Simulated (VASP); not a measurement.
# TlPdCl3 (Pm-3m) in VASP: notebook, part 2 of 2

VASP 6.6.1. The steps go on from the part before.

### Step 3. Single point, PBE, collinear spin, ferromagnetic start

This run uses another cell than the first one, of 22.09 Å³/atom, 0.897 times its volume.

The input, INCAR:

```
SYSTEM = TlPdCl3
  ALGO = Normal
  EDIFF = 1E-7
  ENCUT = 520
  GGA = PE
  ISIF = 2
  ISMEAR = 0
  ISPIN = 2
  LASPH = .TRUE.
  LCHARG = .FALSE.
  LMAXMIX = 4
  LORBIT = 11
  LREAL = .FALSE.
  LWAVE = .FALSE.
  MAGMOM = 0 1 0 0 0
  NBANDS = 34
  NELM = 150
  PREC = Accurate
  SIGMA = 0.1
```

The input, KPOINTS:

```
k-points
0
G
  4 4 4
  0 0 0
```

The input, POSCAR:

```
TlPdCl3
1.0
    4.7982984000      0.0000000000      0.0000000000
    0.0000000000      4.7982984000      0.0000000000
    0.0000000000      0.0000000000      4.7982984000
Tl Pd Cl
1 1 3
Direct
    0.5000000000      0.5000000000      0.5000000000
    0.0000000000      0.0000000000      0.0000000000
    0.5000000000      0.0000000000      0.0000000000
    0.0000000000      0.5000000000      0.0000000000
    0.0000000000      0.0000000000      0.5000000000
```

Potentials or basis: VASP PAW PBE potentials, release 64 (Tl_d, Pd, Cl).

On the command line:

```sh
cat potpaw_PBE.64/Tl_d/POTCAR potpaw_PBE.64/Pd/POTCAR potpaw_PBE.64/Cl/POTCAR > POTCAR
mpirun -np 1 vasp_std > vasp.out
```

Wall time 37 s (1 thread of Intel Xeon Platinum 8559C (Emerald Rapids), shared host); peak memory 0.26 GiB.

Results (log left out):

```yaml
Free_energy: -16.0586 eV
Pressure: 6.4 GPa
Net_moment: 0.52 μB per cell
Site_moments: Tl -0.00; Pd +0.32; Cl +0.05 μB
Valence_electrons_inside_the_program's_atomic_spheres: Tl 11.10; Pd 9.39; Cl 5.10
```

Levels at points of the mesh, in eV from the Fermi level:
Spin up:
| k point | band 19 | band 20 | band 21 | band 22 | band 23 | band 24 | band 25 | band 26 |
| --- | --- | --- | --- | --- | --- | --- | --- | --- |
| (0.00, 0.00, 0.00) | -2.57 | -2.57 | -2.57 | -2.46 | -2.46 | 3.61 | 5.72 | 5.72 |
| (0.50, 0.00, 0.00) | -2.46 | -1.69 | -1.44 | -1.44 | -0.56 | 2.61 | 4.57 | 4.57 |
| (0.50, 0.50, 0.00) | -1.68 | -1.36 | -1.36 | -0.88 | 1.90 | 3.50 | 4.12 | 4.12 |
| (0.50, 0.50, 0.50) | -1.50 | -1.50 | -1.50 | 1.91 | 1.91 | 5.42 | 5.42 | 5.42 |
Spin down:
```
           k point  band 20  band 21  band 22  band 23  band 24  band 25
(0.00, 0.00, 0.00)    -2.50    -2.50    -2.10    -2.10     3.68     5.72
(0.50, 0.00, 0.00)    -1.66    -1.34    -1.34    -0.29     2.62     4.57
(0.50, 0.50, 0.00)    -1.27    -1.27    -0.80     2.19     3.50     4.13
(0.50, 0.50, 0.50)    -1.38    -1.38     2.20     2.20     5.43     5.43
```

Caveat: spin-orbit coupling is left out, which moves the levels of the heavy elements.

### Step 4. Single point, PBE

This run uses another cell than the first one: it holds 10 atoms, not 5.

The input, INCAR:

```
  ALGO = Normal
  EDIFF = 1E-6
  ENCUT = 520
  GGA = PE
  ISIF = 2
  ISMEAR = 0
  LASPH = T
  LCHARG = T
  LELF = T
  LREAL = F
  LVHAR = T
  LWAVE = F
  NBANDS = 55
  NELM = 100
  PREC = Accurate
  SIGMA = 0.2
```

The input, KPOINTS:

```
k-points
0
Gamma
  4 4 2
```

The input, POSCAR:

```
TlPdCl3
1.0
   -4.9761169154      0.0000000000      0.0000000000
    0.0000000000      0.0000000000     -4.9761169154
    0.0000000000     -9.9522338308      0.0000000000
Tl Pd Cl
2 2 6
Direct
    0.5000000000      0.5000000000      0.7500000000
    0.5000000000      0.5000000000      0.2500000000
    0.0000000000      0.0000000000      0.0000000000
    0.0000000000      0.0000000000      0.5000000000
    0.5000000000      0.0000000000      0.0000000000
    0.5000000000      0.0000000000      0.5000000000
    0.0000000000      0.0000000000      0.7500000000
    0.0000000000      0.0000000000      0.2500000000
    0.0000000000      0.5000000000      0.0000000000
    0.0000000000      0.5000000000      0.5000000000
```

On the command line:

```sh
cat potpaw_PBE.64/Tl_d/POTCAR potpaw_PBE.64/Pd/POTCAR potpaw_PBE.64/Cl/POTCAR > POTCAR
mpirun -np 1 vasp_std > vasp.out
```

It took 2 min on 1 thread of Intel Xeon Platinum 8559C (Emerald Rapids), shared host; peak memory 0.42 GiB.

Results (log left out):

| Property | Result |
| --- | --- |
| Free energy | -32.6455 eV |
| Pressure | 0.1 GPa |
| Band gap on the k mesh | zero (band 44 reaches 5.03 eV, above the bottom of band 45 at 2.16 eV) |

Levels at points of the mesh, in eV from the Fermi level:
| k point | band 42 | band 43 | band 44 | band 45 | band 46 | band 47 |
| --- | --- | --- | --- | --- | --- | --- |
| (0.00, 0.00, 0.00) | -1.97 | -1.66 | -1.17 | -1.17 | -0.40 | 2.83 |
| (0.50, 0.00, 0.00) | -1.11 | -1.11 | -0.77 | -0.40 | 1.70 | 2.83 |
| (0.50, 0.50, 0.00) | -1.11 | -0.77 | 1.70 | 1.71 | 1.71 | 3.73 |
| (0.00, 0.00, 0.50) | -1.52 | -1.52 | -1.52 | -0.80 | -0.80 | 3.85 |
| (0.50, 0.00, 0.50) | -1.14 | -0.93 | -0.93 | 0.69 | 0.69 | 3.42 |
| (0.50, 0.50, 0.50) | -1.03 | 0.33 | 0.33 | 1.70 | 1.70 | 4.46 |

Caveat: spin-orbit coupling is left out, which moves the levels of the heavy elements.

### Step 5. Single point, PBE, collinear spin, ferromagnetic start

The input, INCAR:

```
SYSTEM = TlPdCl3
PREC = Accurate
ENCUT = 520
EDIFF = 1E-6
ISMEAR = 0
SIGMA = 0.1
LREAL = .False.
LASPH = .True.
NELM = 150
ALGO = Normal
ISIF = 2
LWAVE = .False.
LCHARG = .False.
ISPIN = 2
MAGMOM = 0 1 0 0 0
LORBIT = 11
LMAXMIX = 4
GGA = PE
NBANDS = 34
```

The input, KPOINTS:

```
regular mesh
0
Gamma
  4 4 4
  0 0 0
```

The input, POSCAR:

```
TlPdCl3
1.0
    4.9761169154      0.0000000000      0.0000000000
    0.0000000000      4.9761169154      0.0000000000
    0.0000000000      0.0000000000      4.9761169154
Tl Pd Cl
1 1 3
Direct
    0.5000000000      0.5000000000      0.5000000000
    0.0000000000      0.0000000000      0.0000000000
    0.5000000000      0.0000000000      0.0000000000
    0.0000000000      0.5000000000      0.0000000000
    0.0000000000      0.0000000000      0.5000000000
```

On the command line:

```sh
cat potpaw_PBE.64/Tl_d/POTCAR potpaw_PBE.64/Pd/POTCAR potpaw_PBE.64/Cl/POTCAR > POTCAR
mpirun -np 1 vasp_std > vasp.out
```

Run time: 48 s. Hardware: 1 thread of Intel Xeon Platinum 8559C (Emerald Rapids), shared host; peak memory 0.31 GiB.

The run converged. Its results:

```
Free energy                                           : -16.3007 eV
Pressure                                              : 0.2 GPa
Net moment                                            : 0.53 μB per cell
Site moments                                          : Tl -0.00; Pd +0.33; Cl +0.05 μB
Valence electrons inside the program's atomic spheres : Tl 11.07; Pd 9.16; Cl 5.08
```

Levels at points of the mesh, in eV from the Fermi level:
Spin up:
| k point | band 20 | band 21 | band 22 | band 23 | band 24 | band 25 |
| --- | --- | --- | --- | --- | --- | --- |
| (0.00, 0.00, 0.00) | -2.18 | -2.18 | -2.14 | -2.14 | 3.37 | 5.50 |
| (0.50, 0.00, 0.00) | -1.63 | -1.19 | -1.19 | -0.51 | 2.87 | 4.60 |
| (0.50, 0.50, 0.00) | -1.13 | -1.13 | -0.78 | 1.59 | 3.77 | 4.10 |
| (0.50, 0.50, 0.50) | -1.21 | -1.21 | 1.59 | 1.59 | 5.19 | 5.19 |
Spin down:
| k point | band 19 | band 20 | band 21 | band 22 | band 23 | band 24 | band 25 | band 26 |
| --- | --- | --- | --- | --- | --- | --- | --- | --- |
| (0.00, 0.00, 0.00) | -2.11 | -2.11 | -2.11 | -1.76 | -1.76 | 3.45 | 5.50 | 5.50 |
| (0.50, 0.00, 0.00) | -1.76 | -1.60 | -1.09 | -1.09 | -0.23 | 2.87 | 4.61 | 4.61 |
| (0.50, 0.50, 0.00) | -1.14 | -1.03 | -1.03 | -0.69 | 1.88 | 3.77 | 4.11 | 4.11 |
| (0.50, 0.50, 0.50) | -1.10 | -1.10 | -1.10 | 1.89 | 1.89 | 5.20 | 5.20 | 5.20 |

Caveat: spin-orbit coupling is left out, which moves the levels of the heavy elements.

### Step 6. Single point, r2SCAN

POSCAR is that of step 5.

The input, INCAR.step1:

```
PREC = Accurate
ENCUT = 520
ISMEAR = 0
SIGMA = 0.1
LREAL = F
LASPH = T
NELM = 80
NBANDS = 30
GGA = PE
ALGO = Normal
EDIFF = 1E-4
LWAVE = T
LCHARG = F
```

The input, INCAR.step2:

```
PREC = Accurate
ENCUT = 520
EDIFF = 1E-6
ISMEAR = 0
SIGMA = 0.1
LREAL = F
LASPH = T
NELM = 80
ALGO = Normal
ISIF = 2
LWAVE = F
LCHARG = T
METAGGA = R2SCAN
LMIXTAU = T
LELF = T
LVHAR = T
NBANDS = 30
ISTART = 1
```

The input, KPOINTS:

```
Automatic mesh
0
Gamma
  8 8 8
```

Potentials or basis: VASP PAW PBE potentials, release 64 (Tl_d, Pd, Cl).

On the command line:

```sh
cat potpaw_PBE.64/Tl_d/POTCAR potpaw_PBE.64/Pd/POTCAR potpaw_PBE.64/Cl/POTCAR > POTCAR
cp INCAR.step1 INCAR
mpirun -np 1 vasp_std > vasp.out
cp INCAR.step2 INCAR
mpirun -np 1 vasp_std > vasp.out
```

It took 4 min on 1 thread of Intel Xeon Platinum 8559C (Emerald Rapids), shared host; peak memory 0.33 GiB.

It converged, with:

```
Free energy            : -98.6482 eV
Pressure               : -1.6 GPa
Band gap on the k mesh : zero (band 22 reaches 4.89 eV, above the bottom of band 23 at 1.16 eV)
```

Levels at points of the mesh, in eV from the Fermi level:
```csv
k point,band 20,band 21,band 22,band 23,band 24,band 25
"(0.00, 0.00, 0.00)",-2.33,-2.33,-1.91,-1.91,3.93,5.87
"(0.50, 0.00, 0.00)",-1.75,-1.29,-1.29,-0.26,3.18,4.94
"(0.50, 0.50, 0.00)",-1.24,-1.24,-0.87,1.81,4.09,4.43
"(0.50, 0.50, 0.50)",-1.30,-1.30,1.82,1.82,5.54,5.54
```

Caveat: the PAW data sets were made with another functional, which shifts forces and pressure a little; spin-orbit coupling is left out, which moves the levels of the heavy elements.

### Step 7. Summary

| level | spin | cell | k mesh | smearing | gap on the mesh (eV) | pressure (GPa) | moment (μB) |
| --- | --- | --- | --- | --- | --- | --- | --- |
| PBE | off | a = 4.976 Å, 5 atoms | 8 × 8 × 8 | gaussian 0.1 eV | none | -0.1 | - |
| PBE | collinear, ferromagnetic start | a = 4.798 Å, 5 atoms | 4 × 4 × 4 | gaussian 0.1 eV | none | 6.4 | 0.52 |
| PBE | off | a = 4.976, b = 4.976, c = 9.952 Å, 10 atoms | 4 × 4 × 2 | gaussian 0.2 eV | none | 0.1 | - |
| PBE | collinear, ferromagnetic start | a = 4.976 Å, 5 atoms | 4 × 4 × 4 | gaussian 0.1 eV | none | 0.2 | 0.53 |
| r2SCAN | off | a = 4.976 Å, 5 atoms | 8 × 8 × 8 | gaussian 0.1 eV | none | -1.6 | - |

Alike in all rows: task single point; potentials or basis VASP PAW PBE potentials, release 64 (Tl_d, Pd, Cl); cutoff (eV) 520.

Every run on the cell as given and a fine mesh finds a metal. The pressure there spans -1.6 GPa (r2SCAN) to 0.2 GPa (PBE); a positive pressure means that this level wants a larger cell, a negative one a smaller.

Caveats: spin-orbit coupling is left out, which moves the levels of the heavy elements; the PAW data sets were made with another functional, which shifts forces and pressure a little (some runs).

Absolute energies hang on the potentials; compare differences alone.
